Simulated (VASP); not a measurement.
Crystal: ZnS.

```
CELL_PARAMETERS angstrom
1.90307 1.09874 9.35195
-1.90307 1.09874 9.35195
0.00000 -2.19748 9.35195
ATOMIC_POSITIONS crystal
Zn 0.99997 0.99997 0.99997
Zn 0.22227 0.22227 0.22227
Zn 0.44461 0.44461 0.44461
S 0.08327 0.08327 0.08327
S 0.52784 0.52784 0.52784
S 0.30536 0.30536 0.30536
```

Base run:

* Program: VASP 6.6.1
* Functional: LDA
* Potentials or basis: VASP PAW LDA potentials, release 64 (Zn, S)
* Cutoff: 500 eV
* k mesh: 6 × 6 × 6
* Occupations: gaussian, width 0.01 eV
* Spin: no spin polarisation
* Hubbard terms: Zn d U = 6.0 eV

Its results: band gap on the k mesh 2.34 eV; pressure -6.0 GPa; largest force 0.022 eV/Å.

The run is repeated on the same cell with these changes: hubbard terms from Zn d U = 6.0 eV to Zn d U = 4.0 eV. What comes out?

Band gap on the k mesh 2.22 eV; pressure -5.1 GPa; largest force 0.019 eV/Å.

Caveats: the cell stands under tension.

A k mesh can miss the band edges.
